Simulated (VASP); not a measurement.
A run of VASP 6.6.1 is set up as follows.

INCAR

```
SYSTEM = Fe
ALGO     = Normal         ! electronic algorithm
EDIFF    = 1E-6           ! SCF threshold, eV
ENCUT    = 520            ! plane-wave cutoff, eV
GGA      = PE             ! functional
ISIF     = 2              ! what is computed and relaxed
ISMEAR   = -1             ! smearing method
LASPH    = .True.         ! aspherical terms in the spheres
LCHARG   = .False.        ! write CHGCAR
LMAXMIX  = 4              ! l up to which the mixer works
LNONCOLLINEAR= .True.         ! non-collinear magnetism
LORBIT   = 11             ! projections on sites
LREAL    = .False.        ! projectors in reciprocal space
LWAVE    = .False.        ! write WAVECAR
MAGMOM   = 0 0 2 0.684 0 1.879 ! initial moments
NBANDS   = 28             ! bands
NELM     = 150            ! most SCF steps
PREC     = Accurate       ! precision mode
SIGMA    = 0.27211386245988 ! smearing width, eV
```

The input KPOINTS:

```
k-points
0
Gamma
  2 2 2
  0 0 0
```

Contents of POSCAR:

```
Fe
1.0
    2.8660000000      0.0000000000      0.0000000000
    0.0000000000      2.8660000000      0.0000000000
    0.0000000000      0.0000000000      2.8660000000
Fe
2
Direct
   -0.0034891835      0.0000000000      0.0000000000
    0.5200000000      0.5000000000      0.5000000000
```

Potentials or basis: VASP PAW PBE potentials, release 64 (Fe).

Launch:

```console
$ cat potpaw_PBE.64/Fe/POTCAR > POTCAR
$ mpirun -np 1 vasp_ncl > vasp.out
```

Problem. Predict the pressure.

Solution. 9.4 GPa.

Problem. Predict the band gap on the k mesh.

Solution. Zero (band 16 reaches 6.20 eV, above the bottom of band 17 at 5.62 eV).

Problem. Estimate the net moment.

Solution. 4.25 μB per cell.

Forces in eV/Å, atoms in the order of the input:
```
Fe   0.217  0.000  0.000
Fe  -0.217  0.000  0.000
```

Caveat: the k points lie up to 1.10 Å⁻¹ apart.
